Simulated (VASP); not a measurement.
# SnO (P4/nmm) in VASP: vibrations by perturbation theory with PBEsol

Aim: the vibrations by perturbation theory of SnO with PBEsol.

Everything below comes from runs of VASP 6.6.1. Logs are shortened: lines on timing, memory, paths and dates and some standing lists are left out, and cuts for length are marked.

## Step 1: The cell of the first run

The structure is tetragonal, space group P4/nmm (No. 129). Conventional cell: a = 3.804 Å, b = 3.804 Å, c = 4.749 Å, α = 90.00°, β = 90.00°, γ = 90.00°. Within 2.9 Å of Sn (site symmetry 4mm) lie 4 O at 2.22 Å. Within 2.9 Å of O (site symmetry -4m2) lie 4 Sn at 2.22 Å and 4 O at 2.69 Å.

## Step 2: Vibrations by perturbation theory, PBEsol

Contents of INCAR:

```
ALGO     = Normal         # electronic algorithm
EDIFF    = 1E-8           # SCF threshold, eV
ENCUT    = 520            # plane-wave cutoff, eV
GGA      = PS             # functional
IBRION   = 8              # ionic algorithm
ISIF     = 2              # what is computed and relaxed
ISMEAR   = -1             # smearing method
LASPH    = T              # aspherical terms in the spheres
LCHARG   = T              # write CHGCAR
LREAL    = F              # projectors in reciprocal space
LWAVE    = F              # write WAVECAR
NELM     = 100            # most SCF steps
NSW      = 1              # ionic steps
PREC     = Accurate       # precision mode
SIGMA    = 0.08           # smearing width, eV
```

Contents of KPOINTS:

```
k-points
0
Gamma
  10 10 8
```

Contents of POSCAR:

```
SnO
1.0
    3.8040900704      0.0000000000      0.0000000000
    0.0000000000      3.8040900704      0.0000000000
    0.0000000000      0.0000000000      4.7487238392
Sn O
2 2
Direct
    0.5000000000      0.0000000000      0.2428210748
    0.0000000000      0.5000000000      0.7571789252
    0.0000000000      0.0000000000      0.0000000000
    0.5000000000      0.5000000000      0.0000000000
```

Potentials or basis: VASP PAW PBE potentials, release 64 (Sn_d, O).

The run is started by

```console
$ cat potpaw_PBE.64/Sn_d/POTCAR potpaw_PBE.64/O/POTCAR > POTCAR
$ mpirun -np 1 vasp_std > vasp.out
```

OUTCAR:

```text
EDIFF = 1E-8
   ENCUT = 520
   GGA = PS
   IBRION = 8
   ISIF = 2
   ISMEAR = -1
   LASPH = T
   LREAL = F
   NELM = 100
   NSW = 1
   PREC = Accurate

 ion  position               nearest neighbor table
   1  0.500  0.000  0.243-   3 2.22   4 2.22   4 2.22   3 2.22   2 3.54   2 3.54   2 3.54   2 3.54
                             2 3.63   2 3.63   2 3.63   2 3.63
   2  0.000  0.500  0.757-   3 2.22   4 2.22   3 2.22   4 2.22   1 3.54   1 3.54   1 3.54   1 3.54
                             1 3.63   1 3.63   1 3.63   1 3.63
   3  0.000  0.000  0.000-   1 2.22   2 2.22   2 2.22   1 2.22
   4  0.500  0.500  0.000-   1 2.22   2 2.22   1 2.22   2 2.22

  LATTYP: Found a simple tetragonal cell.
 ALAT       =     3.8040900704
 C/A-ratio  =     1.2483205580

  Lattice vectors:

 A1 = (   3.8040900704,   0.0000000000,   0.0000000000)
 A2 = (   0.0000000000,   3.8040900704,   0.0000000000)
 A3 = (   0.0000000000,   0.0000000000,   4.7487238392)

Analysis of symmetry for initial positions (statically):
=====================================================================
 Subroutine PRICEL returns:
 Original cell was already a primitive cell.

 Routine SETGRP: Setting up the symmetry group for a
 simple tetragonal supercell.

 Subroutine GETGRP returns: Found 16 space group operations
 (whereof  8 operations were pure point group operations)
 out of a pool of 16 trial point group operations.

The static configuration has the point symmetry D_2d.
 The point group associated with its full space group is D_4h.

Analysis of symmetry for dynamics (positions and initial velocities):
=====================================================================
 Subroutine PRICEL returns:
 Original cell was already a primitive cell.

 Routine SETGRP: Setting up the symmetry group for a
 simple tetragonal supercell.

 Subroutine GETGRP returns: Found 16 space group operations
 (whereof  8 operations were pure point group operations)
 out of a pool of 16 trial point group operations.

The dynamic configuration has the point symmetry D_2d.
 The point group associated with its full space group is D_4h.

 Subroutine INISYM returns: Found 16 space group operations
 (whereof  8 operations are pure point group operations),
 and found     1 'primitive' translations

----------------------------------------------------------------------------------------

                                     Primitive cell

  volume of cell :      68.7193

  direct lattice vectors                    reciprocal lattice vectors
     3.804090070  0.000000000  0.000000000     0.262874953  0.000000000  0.000000000
     0.000000000  3.804090070  0.000000000     0.000000000  0.262874953  0.000000000
     0.000000000  0.000000000  4.748723839     0.000000000  0.000000000  0.210582892

  length of vectors
     3.804090070  3.804090070  4.748723839     0.262874953  0.262874953  0.210582892

  position of ions in fractional coordinates (direct lattice)
     0.500000000  0.000000000  0.242821075
     0.000000000  0.500000000  0.757178925
     0.000000000  0.000000000  0.000000000
     0.500000000  0.500000000  0.000000000

  ion indices of the primitive-cell ions
   primitive index   ion index
                 1           1
[... 125 lines left out ...]

 val. band max:        7.2362204336   @ k =   0.1000   0.0000   0.0000
 cond. band min:       7.3821065752   @ k =   0.5000   0.5000   0.1250
 fundamental gap:      0.1458861416
 Fermi energy:         7.3313793766

 k-point     1 :       0.0000    0.0000    0.0000
  band No.  band energies     occupation
      1     -14.7001      2.00000
      2     -14.2574      2.00000
      3     -14.2574      2.00000
      4     -14.2465      2.00000
      5     -14.2050      2.00000
      6     -14.2027      2.00000
[... 637 lines left out ...]
     23      11.6045      0.00000
     24      12.5063      0.00000

 [... further k-points ...]

------------------------ aborting loop because EDIFF is reached ----------------------------------------

  FORCE on cell =-STRESS in cart. coord.  units (eV):
  Direction    XX          YY          ZZ          XY          YZ          ZX
  --------------------------------------------------------------------------------------
  -------------------------------------------------------------------------------------
  Total        0.0981688      0.0981688      0.0990662      0.0000000     -0.0000000      0.0000000
  in kB        2.2887884      2.2887884      2.3097118      0.0000000     -0.0000000      0.0000000
  external PRESSURE =       2.2957629 kB  Pullay stress =       0.0000000 kB

 VOLUME and BASIS-vectors are now :
 -----------------------------------------------------------------------------
  energy-cutoff  :      520.00
  volume of cell :       68.72
      direct lattice vectors                 reciprocal lattice vectors
     3.804090070  0.000000000  0.000000000     0.262874953  0.000000000  0.000000000
     0.000000000  3.804090070  0.000000000     0.000000000  0.262874953  0.000000000
     0.000000000  0.000000000  4.748723839     0.000000000  0.000000000  0.210582892

 POSITION                                       TOTAL-FORCE (eV/Angst)
 -----------------------------------------------------------------------------------
      1.90205      0.00000      1.15309         0.000000      0.000000      0.085185
      0.00000      1.90205      3.59563        -0.000000      0.000000     -0.085185
      0.00000      0.00000      0.00000         0.000000     -0.000000      0.000000
      1.90205      1.90205      0.00000        -0.000000      0.000000      0.000000
 -----------------------------------------------------------------------------------
    total drift:                                0.000000      0.000000     -0.000000

  FREE ENERGIE OF THE ION-ELECTRON SYSTEM (eV)
  ---------------------------------------------------
  free  energy   TOTEN  =       -24.2162282769 eV

  energy  without entropy=      -24.2126741574  energy(sigma->0) =      -24.21445122

[... ionic steps 2 to 9 ...]

--------------------------------------- Ionic step       10  -------------------------------------------

------------------------ aborting loop because EDIFF is reached ----------------------------------------

[... ionic steps 11 to 11 ...]

--------------------------------------- Ionic step       12  -------------------------------------------

 Free energy of the ion-electron system (eV)
  ---------------------------------------------------
  ---------------------------------------------------
  free energy    TOTEN  =        -0.37052683 eV

  energy without entropy =       -0.37052683

------------------------ aborting loop because EDIFF is reached ----------------------------------------

 INTERNAL STRAIN TENSOR  FOR ION    3  DIRECTION 3   (eV/Angst):
 -----------------------------------------------------------------------------
     6.70918  0.00000  0.00000
     0.00000 -6.75582  0.00000
     0.00000  0.00000  0.03633

 INTERNAL STRAIN TENSOR FOR ION    4 for displacements in x,y,z  (eV/Angst):
          X           Y           Z          XY          YZ          ZX
  --------------------------------------------------------------------------------
  x     0.00000     0.00000     0.00000     0.00000     0.00000    -4.17724
  y     0.00000     0.00000     0.00000     0.00000     3.68408     0.00000
  z    -6.73250     6.73250     0.00000     0.00000     0.00000     0.00000

 SECOND DERIVATIVES (NOT SYMMETRIZED)
 ------------------------------------
               1X          1Y          1Z          2X          2Y          2Z          3X          3Y          3Z          4X          4Y          4Z
  1X    -4.837174    0.000000    0.000000    1.102614    0.000000    0.000000    2.829970    0.000000    0.000000    0.904589    0.000000    0.000000
  1Y     0.000000   -4.837174    0.000000    0.000000    1.102614    0.000000    0.000000    0.904589    0.000000    0.000000    2.829970    0.000000
  1Z     0.000000    0.000000  -12.843515    0.000000    0.000000    5.908646    0.000000    0.000000    3.467435    0.000000    0.000000    3.467435
  2X     1.102614    0.000000    0.000000   -4.837174    0.000000    0.000000    0.904589    0.000000    0.000000    2.829970    0.000000    0.000000
  2Y     0.000000    1.102614    0.000000    0.000000   -4.837174    0.000000    0.000000    2.829970    0.000000    0.000000    0.904589    0.000000
  2Z     0.000000    0.000000    5.908646    0.000000    0.000000  -12.843515    0.000000    0.000000    3.467435    0.000000    0.000000    3.467435
  3X     2.842989    0.000000    0.000000    0.925410    0.000000    0.000000   -8.118646    0.000000    0.000000    4.350246    0.000000    0.000000
  3Y     0.000000    0.925410    0.000000    0.000000    2.842989    0.000000    0.000000   -8.118646    0.000000    0.000000    4.350246    0.000000
  3Z     0.000000    0.000000    3.478974    0.000000    0.000000    3.478974    0.000000    0.000000   -7.056670    0.000000    0.000000    0.098721
  4X     0.925410    0.000000    0.000000    2.842989    0.000000    0.000000    4.350246    0.000000    0.000000   -8.118646    0.000000    0.000000
  4Y     0.000000    2.842989    0.000000    0.000000    0.925410    0.000000    0.000000    4.350246    0.000000    0.000000   -8.118646    0.000000
  4Z     0.000000    0.000000    3.478974    0.000000    0.000000    3.478974    0.000000    0.000000    0.098721    0.000000    0.000000   -7.056670

 Eigenvectors and eigenvalues of the dynamical matrix
 ----------------------------------------------------

   1 f  =   13.824309 THz    86.860694 2PiTHz  461.129307 cm-1    57.172722 meV
             X         Y         Z           dx          dy          dz
      1.902045  0.000000  1.153090    -0.014016   -0.040140    0.000000
      0.000000  1.902045  3.595634     0.014016    0.040140    0.000000
      0.000000  0.000000  0.000000     0.232682   -0.666372   -0.000000
      1.902045  1.902045  0.000000    -0.232682    0.666372   -0.000000
[... 71 lines left out ...]
  12 f/i=    0.011746 THz     0.073804 2PiTHz    0.391815 cm-1     0.048579 meV
             X         Y         Z           dx          dy          dz
      1.902045  0.000000  1.153090     0.027070   -0.663589    0.000000
      0.000000  1.902045  3.595634     0.027070   -0.663589    0.000000
      0.000000  0.000000  0.000000     0.009894   -0.242527    0.000000
      1.902045  1.902045  0.000000     0.009894   -0.242527    0.000000

--------------------------------------------------------------------------------------------------------

 ELASTIC MODULI CONTR FROM IONIC RELAXATION (kBar)
 Direction    XX          YY          ZZ          XY          YZ          ZX
 --------------------------------------------------------------------------------
 XX        -640.0724    -49.3118   -526.2474      0.0000     -0.0000      0.0000
 YY         -49.3118   -640.0724   -526.2474      0.0000     -0.0000      0.0000
 ZZ        -526.2474   -526.2474   -803.4311      0.0000     -0.0000      0.0000
 XY           0.0000      0.0000      0.0000      0.0000      0.0000      0.0000
 YZ          -0.0000     -0.0000     -0.0000      0.0000   -241.5762     -0.0000
 ZX           0.0000      0.0000      0.0000      0.0000     -0.0000   -320.6360
 --------------------------------------------------------------------------------
```

Wall time 27 min (1 thread of Oxide Virtual Turin-like, shared host); peak memory 0.84 GiB.

What came out:

* Highest phonon frequency at Γ, LO-TO splitting left out: 461 cm⁻¹

Phonon frequencies in cm⁻¹ (negative: imaginary):
```
              q point                                frequencies
(0.000, 0.000, 0.000)  0 0 0 114 114 207 269 269 349 366 461 461
```

Caveat: the PAW data sets were made with another functional, which shifts forces and pressure a little; spin-orbit coupling is left out, which moves the levels of the heavy elements.
